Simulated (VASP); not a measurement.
# CaPb (Pmmm) in VASP: single point with LDA

Aim: the single point of CaPb with LDA.

Everything below comes from runs of VASP 6.6.1. Logs are shortened: lines on timing, memory, paths and dates and some standing lists are left out, and cuts for length are marked.

### 1 The cell of the first run

It takes space group Pmmm (No. 47, orthorhombic). The conventional cell has a = 3.567 Å, b = 4.102 Å, c = 4.628 Å, α = 90.00°, β = 90.00°, γ = 90.00°. Ca (site symmetry mmm) has 6 Ca at 3.57 to 4.63 Å and 8 Pb at 3.57 Å within 4.7 Å. Pb (site symmetry mmm) has 6 Pb at 3.57 to 4.63 Å and 8 Ca at 3.57 Å within 4.7 Å.

### 2 Single point, LDA (strain +0.1500 x Voigt [1, 0, 0, 0, 0, 0])

Input file INCAR:

```
  ALGO = Fast
  EDIFF = 1E-7
  ENCUT = 520
  GGA = CA
  ISIF = 2
  ISMEAR = 0
  LASPH = T
  LCHARG = F
  LREAL = F
  LWAVE = F
  NBANDS = 19
  NELM = 60
  PREC = Accurate
  SIGMA = 0.15
```

Input file KPOINTS:

```
k-points
0
Gamma
  14 14 10
```

Input file POSCAR:

```
CaPb
1.0
    4.1016309339      0.0000000000      0.0000000000
    0.0000000000      3.5666355947      0.0000000000
    0.0000000000      0.0000000000      4.6275118900
Ca Pb
1 1
Direct
    0.0000000000      0.0000000000      0.0000000000
    0.5000000000      0.5000000000      0.5000000000
```

Potentials or basis: VASP PAW LDA potentials, release 64 (Ca_sv, Pb_d).

Launch:

```
$ cat potpaw_LDA.64/Ca_sv/POTCAR potpaw_LDA.64/Pb_d/POTCAR > POTCAR
$ mpirun -np 1 vasp_std > vasp.out
```

OUTCAR:

```text
EDIFF = 1E-7
   ENCUT = 520
   GGA = CA
   ISIF = 2
   ISMEAR = 0
   LASPH = T
   LREAL = F
   NELM = 60
   PREC = Accurate

 ion  position               nearest neighbor table
   1  0.000  0.000  0.000-   2 3.57   2 3.57   2 3.57   2 3.57   2 3.57   2 3.57   2 3.57   2 3.57

   2  0.500  0.500  0.500-   1 3.57   1 3.57   1 3.57   1 3.57   1 3.57   1 3.57   1 3.57   1 3.57

  LATTYP: Found a simple orthorhombic cell.
 ALAT       =     3.5666355947
 B/A-ratio  =     1.1500000000
 C/A-ratio  =     1.2974445432

  Lattice vectors:

 A1 = (   0.0000000000,  -3.5666355947,   0.0000000000)
 A2 = (   4.1016309339,   0.0000000000,   0.0000000000)
 A3 = (   0.0000000000,   0.0000000000,   4.6275118900)

Analysis of symmetry for initial positions (statically):
=====================================================================
 Subroutine PRICEL returns:
 Original cell was already a primitive cell.

 Routine SETGRP: Setting up the symmetry group for a
 simple orthorhombic supercell.

 Subroutine GETGRP returns: Found  8 space group operations
 (whereof  8 operations were pure point group operations)
 out of a pool of  8 trial point group operations.

The static configuration has the point symmetry D_2h.

Analysis of symmetry for dynamics (positions and initial velocities):
=====================================================================
 Subroutine PRICEL returns:
 Original cell was already a primitive cell.

 Routine SETGRP: Setting up the symmetry group for a
 simple orthorhombic supercell.

 Subroutine GETGRP returns: Found  8 space group operations
 (whereof  8 operations were pure point group operations)
 out of a pool of  8 trial point group operations.

The dynamic configuration has the point symmetry D_2h.

 Subroutine INISYM returns: Found  8 space group operations
 (whereof  8 operations are pure point group operations),
 and found     1 'primitive' translations

----------------------------------------------------------------------------------------

                                     Primitive cell

  volume of cell :      67.6960

  direct lattice vectors                    reciprocal lattice vectors
     4.101630934  0.000000000  0.000000000     0.243805456  0.000000000  0.000000000
     0.000000000  3.566635595  0.000000000     0.000000000  0.280376274  0.000000000
     0.000000000  0.000000000  4.627511890     0.000000000  0.000000000  0.216098850

  length of vectors
     4.101630934  3.566635595  4.627511890     0.243805456  0.280376274  0.216098850

  position of ions in fractional coordinates (direct lattice)
     0.000000000  0.000000000  0.000000000
     0.500000000  0.500000000  0.500000000

  ion indices of the primitive-cell ions
   primitive index   ion index
                 1           1
                 2           2

----------------------------------------------------------------------------------------

 KPOINTS: k-points

Automatic generation of k-mesh.
 Grid dimensions read from file:
 generate k-points for:   14   14   10

 Generating k-lattice:

  Cartesian coordinates                     Fractional coordinates (reciprocal lattice)
     0.017414675  0.000000000  0.000000000     0.071428571  0.000000000  0.000000000
     0.000000000  0.020026877  0.000000000     0.000000000  0.071428571  0.000000000
     0.000000000  0.000000000  0.021609885     0.000000000  0.000000000  0.100000000

  Length of vectors
     0.017414675  0.020026877  0.021609885

  Shift w.r.t. Gamma in fractional coordinates (k-lattice)
     0.000000000  0.000000000  0.000000000

 Subroutine IBZKPT returns following result:
 ===========================================

 Found    384 irreducible k-points:

 Following reciprocal coordinates:
            Coordinates               Weight
  0.000000  0.000000  0.000000      1.000000
  0.071429  0.000000  0.000000      2.000000
  0.142857  0.000000  0.000000      2.000000
  0.214286  0.000000  0.000000      2.000000
  0.285714  0.000000  0.000000      2.000000
  0.357143  0.000000  0.000000      2.000000
[... 16 lines left out ...]
  0.428571  0.142857  0.000000      4.000000
  0.500000  0.142857  0.000000      2.000000
 [... further k-points ...]
   k-points           NKPTS =    384   k-points in BZ     NKDIM =    384   number of bands    NBANDS=     19
   number of dos      NEDOS =    301   number of ions     NIONS =      2
   total plane-waves  NPLWV =  32256
   dimension x,y,z NGX =    32 NGY =   28 NGZ =   36
   dimension x,y,z NGXF=    64 NGYF=   56 NGZF=   72
   ions per type =               1   1
   NGX,Y,Z   is equivalent  to a cutoff of  12.97, 13.05, 12.93 a.u.
   NGXF,Y,Z  is equivalent  to a cutoff of  25.94, 26.10, 25.87 a.u.
 SYSTEM =  unknown system
   PREC   = accura    normal or accurate (medium, high low for compatibility)
   ISTART =      0    job   : 0-new  1-cont  2-samecut
   ICHARG =      2    charge: 1-file 2-atom 10-const
   ISPIN  =      1    spin polarized calculation?
   LNONCOLLINEAR =      F non collinear calculations
   LSORBIT =      F    spin-orbit coupling
   LASPH  =      T    aspherical Exc in radial PAW
   ENCUT  =  520.0 eV  38.22 Ry    6.18 a.u.   7.63  6.63  8.60*2*pi/ulx,y,z
   NELM   =     60;   NELMIN=  2; NELMDL= -5     # of ELM steps
   EDIFF  = 0.1E-06   stopping-criterion for ELM
   LREAL  =      F    real-space projection
   EDIFFG = 0.1E-05   stopping-criterion for IOM
   NSW    =      0    number of steps for IOM
   IBRION =     -1    ionic relax: 0-MD 1-quasi-New 2-CG
   NFREE  =      0    steps in history (QN), initial steepest desc. (CG)
   ISIF   =      2    stress and relaxation
   ISYM   =      2    0-nonsym 1-usesym 2-fastsym
   POTIM  = 0.5000    time-step for ionic-motion
   TEBEG  =    0.0;   TEEND  =   0.0 temperature during run
   PSTRESS=    0.0 pullay stress
   NELECT =      24.0000    total number of electrons
   NUPDOWN=      -1.0000    fix difference up-down
   EMIN   =  10.00;   EMAX   =-10.00  energy-range for DOS
   EFERMI =   0.00;   METHOD = LEGACY
   ISMEAR =     0;   SIGMA  =   0.15  broadening in eV -4-tet -1-fermi 0-gaus
   EFERMI_NEDOS =   21; number of points for ismear=-14 and -15
   IALGO  =     68    algorithm
   IMIX   =      4    mixing-type and parameters
     AMIX     =   0.40;   BMIX     =  1.00
     AMIX_MAG =   1.60;   BMIX_MAG =  1.00
  volume/ion in A,a.u.               =      33.85       228.42
  Fermi-wavevector in a.u.,A,eV,Ry     =   1.158664  2.189558 18.265862  1.342503
  Thomas-Fermi vector in A             =   2.295264
   LORBIT       =      0    0 simple, 1 ext, 2 COOP (PROOUT), +10 PAW based schemes
   GGA     = CA    functional components
   LHFCALC =     F    Hartree Fock is set to
   AEXX    =    0.0000 exact exchange contribution
   IVDW    =     0    specifies the selected vdW correction
   LEPSILON=     F    determine dielectric tensor
   LRPA    =     F    only Hartree local field effects (RPA)
 non-spin polarized calculation
 RMM-DIIS sequential band-by-band and
 Gauss-broadening in eV      SIGMA  =   0.15
  energy-cutoff  :      520.00
  volume of cell :       67.70
 maximum number of plane-waves:      1846
 NGX is ok and might be reduce to    32
   NGX = 15   NGY = 13   NGZ = 17

 number of electron      24.0000004 magnetization

 Free energy of the ion-electron system (eV)
  ---------------------------------------------------
  ext. energy  EPLUGINS =         0.00000000
  ---------------------------------------------------
  free energy    TOTEN  =        -7.38820695 eV

  energy without entropy =       -7.37233239  energy(sigma->0) =       -7.38026967

 E-fermi :   4.1051     XC(G=0):  -9.2849

 val. band max:        4.1046339100   @ k =   0.1429   0.1429   0.3000
 cond. band min:       4.1063840232   @ k =   0.1429   0.0714   0.5000
 fundamental gap:      0.0017501132
 Fermi energy:         4.1051068160

 k-point     1 :       0.0000    0.0000    0.0000
  band No.  band energies     occupation
      1     -37.2105      2.00000
      2     -18.4742      2.00000
      3     -18.4680      2.00000
      4     -18.4471      2.00000
      5     -12.4384      2.00000
      6     -12.3001      2.00000
[... 11 lines left out ...]
     18       8.0160      0.00000
     19       8.0365      0.00000

 k-point     2 :       0.0714    0.0000    0.0000
  band No.  band energies     occupation
      1     -37.2103      2.00000
      2     -18.4741      2.00000
      3     -18.4706      2.00000
      4     -18.4469      2.00000
      5     -12.4372      2.00000
      6     -12.2981      2.00000
[... 11 lines left out ...]
     18       7.8193      0.00000
     19       8.3675      0.00000

 k-point     3 :       0.1429    0.0000    0.0000
  band No.  band energies     occupation
      1     -37.2100      2.00000
      2     -18.4778      2.00000
      3     -18.4736      2.00000
      4     -18.4465      2.00000
      5     -12.4339      2.00000
      6     -12.2972      2.00000
[... 11 lines left out ...]
     18       7.9412      0.00000
     19       8.7409      0.00000

 k-point     4 :       0.2143    0.0000    0.0000
  band No.  band energies     occupation
      1     -37.2094      2.00000
      2     -18.4883      2.00000
      3     -18.4730      2.00000
      4     -18.4459      2.00000
      5     -12.4294      2.00000
      6     -12.2999      2.00000
[... 407 lines left out ...]
     18       8.8375      0.00000
     19       9.6837      0.00000

 k-point    23 :       0.4286    0.1429    0.0000
  band No.  band energies     occupation
      1     -37.2049      2.00000
      2     -18.5127      2.00000
      3     -18.4802      2.00000
      4     -18.4669      2.00000
      5     -12.3767      2.00000
      6     -12.3143      2.00000
[... 11 lines left out ...]
     18       9.1946      0.00000
     19       9.5581      0.00000

 k-point    24 :       0.5000    0.1429    0.0000
  band No.  band energies     occupation
      1     -37.2048      2.00000
      2     -18.5152      2.00000
      3     -18.4800      2.00000
      4     -18.4667      2.00000
      5     -12.3758      2.00000
      6     -12.3151      2.00000
[... 11 lines left out ...]
     18       9.4554      0.00000
     19       9.6130      0.00000

 [... further k-points ...]

------------------------ aborting loop because EDIFF is reached ----------------------------------------

  FORCE on cell =-STRESS in cart. coord.  units (eV):
  Direction    XX          YY          ZZ          XY          YZ          ZX
  --------------------------------------------------------------------------------------
  -------------------------------------------------------------------------------------
  Total       -3.0828890     -1.3275803     -2.5283949      0.0000000      0.0000000      0.0000000
  in kB      -72.9634912    -31.4201698    -59.8401428      0.0000000      0.0000000      0.0000000
  external PRESSURE =     -54.7412679 kB  Pullay stress =       0.0000000 kB

 VOLUME and BASIS-vectors are now :
 -----------------------------------------------------------------------------
  energy-cutoff  :      520.00
  volume of cell :       67.70
      direct lattice vectors                 reciprocal lattice vectors
     4.101630934  0.000000000  0.000000000     0.243805456  0.000000000  0.000000000
     0.000000000  3.566635595  0.000000000     0.000000000  0.280376274  0.000000000
     0.000000000  0.000000000  4.627511890     0.000000000  0.000000000  0.216098850

 POSITION                                       TOTAL-FORCE (eV/Angst)
 -----------------------------------------------------------------------------------
      0.00000      0.00000      0.00000         0.000000      0.000000      0.000000
      2.05082      1.78332      2.31376         0.000000      0.000000      0.000000
 -----------------------------------------------------------------------------------
    total drift:                                0.000000      0.000000     -0.000000

  FREE ENERGIE OF THE ION-ELECTRON SYSTEM (eV)
  ---------------------------------------------------
  free  energy   TOTEN  =        -7.3882069507 eV

  energy  without entropy=       -7.3723323933  energy(sigma->0) =       -7.38026967
```

It took 20 min on 1 thread of AMD EPYC 7R13, shared host; peak memory 0.54 GiB.

Results:

```yaml
Free_energy: -7.3882 eV
Pressure: -5.5 GPa
Band_gap_on_the_k_mesh: zero (bands 12 and 13 overlap by 2.49 eV)
```

Caveat: the cell differs from its parent crystal (strain +0.1500 x Voigt [1, 0, 0, 0, 0, 0]); the cell stands under tension; spin-orbit coupling is left out, which moves the levels of the heavy elements.
